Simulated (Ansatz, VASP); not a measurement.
## WC in VASP and in Ansatz

INCAR

```
  PREC = Accurate
  ENCUT = 520
  EDIFF = 1E-8
  ISMEAR = -1
  SIGMA = 0.05
  LREAL = False
  LASPH = True
  NELM = 100
  ALGO = Normal
  ISIF = 2
  LWAVE = False
  LCHARG = False
  GGA = PE
  LEFG = True
  NBANDS = 16
```

The input KPOINTS:

```
Automatic mesh
0
Gamma
  13 13 12
```

POSCAR

```
WC
1.0
    2.9386703057      0.0000000000      0.0000000000
   -1.4693351528      2.5449631381      0.0000000000
    0.0000000000      0.0000000000      2.8662279534
W C
1 1
Direct
    0.0000000000      0.0000000000      0.0000000000
    0.6666666667      0.3333333333      0.5000000000
```

Input for Ansatz:

```yaml
crystal:
  lattice:
    - [2.9386703057, 0.0, 0.0]
    - [-1.4693351528, 2.5449631381, 0.0]
    - [0.0, 0.0, 2.8662279534]
  atoms:
    - { symbol: W, position: [0.0, 0.0, 0.0] }
    - { symbol: C, position: [0.6666666667, 0.3333333333, 0.5] }
kpoints:
  mp_grid: { grid: [13, 13, 12] }
scf:
  occupations: { method: fermi_dirac, width: 0.05 }
hamiltonian:
  xc: pbe
  pseudopotentials: { kind: paw }
output:
  forces: true
  stress: true
  eigenvalues: true
  efg: { contact_densities: true }
```

Change from the starting cell: volume scaled by 1.04, PAW files.

Alike in both runs: task electric field gradients; functional PBE; k mesh 13 × 13 × 12; occupations fermi-dirac, width 0.05 eV; no spin polarisation.

```csv
,VASP,Ansatz
version,VASP 6.6.1,Ansatz 0.2.0
potentials or method,"VASP PAW PBE potentials, release 64 (W_sv, C)","PAW with Ansatz's default frozen-core files, scalar-relativistic"
plane-wave cutoff (eV),520,420
valence electrons in the cell,18,18
```

VASP gave:

| Item | Value |
| --- | --- |
| pressure (GPa) | -5.8 |
| traceless stress, the component that is largest in VASP (GPa) | -1.19 |
| size of Vzz on the site where it differs most (V/Å²) | 129.2 |

Question: What did Ansatz give for the same quantities?

Answer: Pressure (GPa): -6.8; traceless stress, the component that is largest in VASP (GPa): -1.39; size of Vzz on the site where it differs most (V/Å²): 125.0.

The functional is the same, so the differences come from potentials, cutoffs and numerics.

Neither program's run includes spin-orbit coupling.
